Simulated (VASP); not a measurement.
Here is a VASP 6.6.1 calculation.

The input POSCAR:

```
SnO2
1.0
    4.7380000000      0.0000000000      0.0000000000
    0.0000000000      4.7380000000      0.0000000000
    0.0000000000      0.0000000000      3.1865000000
Sn O
2 4
Direct
    0.0000000000      0.0000000000      0.0000000000
    0.5000000000      0.5000000000      0.5000000000
    0.3053958505      0.3053958505      0.0000000000
    0.1946041495      0.8053958505      0.5000000000
    0.6946041495      0.6946041495      0.0000000000
    0.8053958505      0.1946041495      0.5000000000
```

INCAR.step1

```
PREC = Accurate ; ENCUT = 580
ISMEAR = -1 ; SIGMA = 0.01
LREAL = F ; LASPH = T
NELM = 120 ; NBANDS = 35
GGA = PE ; ALGO = Normal
EDIFF = 1E-5 ; LWAVE = T
LCHARG = F ; GGA_COMPAT = F
```

File INCAR.step2:

```
PREC = Accurate ; ENCUT = 580
EDIFF = 1E-8 ; ISMEAR = -1
SIGMA = 0.01 ; LREAL = F
LASPH = T ; NELM = 120
ALGO = Normal ; ISIF = 2
LWAVE = F ; LCHARG = F
METAGGA = R2SCAN ; LMIXTAU = T
LEFG = T ; NBANDS = 35
ISTART = 1 ; GGA_COMPAT = F
```

Contents of KPOINTS:

```
regular mesh
0
Gamma
  7 7 10
```

Potentials or basis: VASP PAW PBE potentials, release 64 (Sn_d, O).

Command:

```bash
$ cat potpaw_PBE.64/Sn_d/POTCAR potpaw_PBE.64/O/POTCAR > POTCAR
$ cp INCAR.step1 INCAR
$ mpirun -np 1 vasp_std > vasp.out
$ cp INCAR.step2 INCAR
$ mpirun -np 1 vasp_std > vasp.out
```

Task: Estimate the band gap on the k mesh.

Result: 1.95 eV.

Task: What does it give for the pressure?

Result: 4.0 GPa.

Electric field gradients, principal values (V/Å²):
| atom | least | middle | greatest (by size) |
| --- | --- | --- | --- |
| 1 Sn | -8.709 | -47.459 | 56.167 |
| 2 Sn | -8.709 | -47.459 | 56.167 |
| 3 O | 45.685 | 57.417 | -103.102 |
| 4 O | 45.685 | 57.417 | -103.102 |
| 5 O | 45.685 | 57.417 | -103.102 |
| 6 O | 45.685 | 57.417 | -103.102 |

Caveat: the cell stands under pressure; without QUAD_EFG the Cq values of the log hold for a quadrupole moment of 1 mb, not for the nuclei; the PAW data sets were made with another functional, which shifts forces and pressure a little; spin-orbit coupling is left out, which moves the levels of the heavy elements. A k mesh can miss the band edges.
